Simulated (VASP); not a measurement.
# SiNi (rocksalt type): single point with PBE

The system is SiNi (rocksalt type).

```
Ni Si
1.0
     0.00000    2.37045    2.37045
     2.37045    0.00000    2.37045
     2.37045    2.37045    0.00000
Ni Si
1 1
Direct
  0.00000 0.00000 0.00000
  0.50000 0.50000 0.50000
```

```
Program                : VASP 6.6.1
Task                   : single point
Functional             : PBE
Potentials or basis    : VASP PAW PBE potentials, release 64 (Ni, Si)
Cutoff                 : 520 eV
k mesh                 : 14 × 14 × 14
Occupations            : fermi-dirac, width 0.08 eV
Spin                   : no spin polarisation
Dipole correction      : no
Further INCAR settings : ALGO = Normal; EDIFF = 1e-06; NBANDS = 14
```

| Quantity | Value |
| --- | --- |
| Pressure | 0.0 GPa |
| Band gap on the k mesh | zero (bands 7 and 8 overlap by 4.87 eV) |

Levels at points of the mesh, in eV from the Fermi level:
```tsv
k point	band 3	band 4	band 5	band 6	band 7	band 8	band 9	band 10	band 11	band 12
(0.00, 0.00, 0.00)	-2.46	-2.46	-2.44	-2.44	4.01	4.01	4.01	10.07	10.07	10.07
(0.50, 0.00, 0.00)	-3.29	-3.29	-1.73	-1.73	-1.16	5.61	5.61	6.32	6.32	6.70
(0.50, 0.50, 0.00)	-3.31	-2.11	-1.55	-1.55	-0.67	-0.15	-0.15	3.72	6.20	17.58
```

Run time: 41 s on 1 thread of Intel(R) Xeon(R) Platinum 8259CL CPU @ 2.50GHz (Skylake/Cascade Lake), with other jobs on the host, peak memory 0.18 GiB.

Spin polarisation is off, so any magnetic state and its effect on volume and gap are missing.
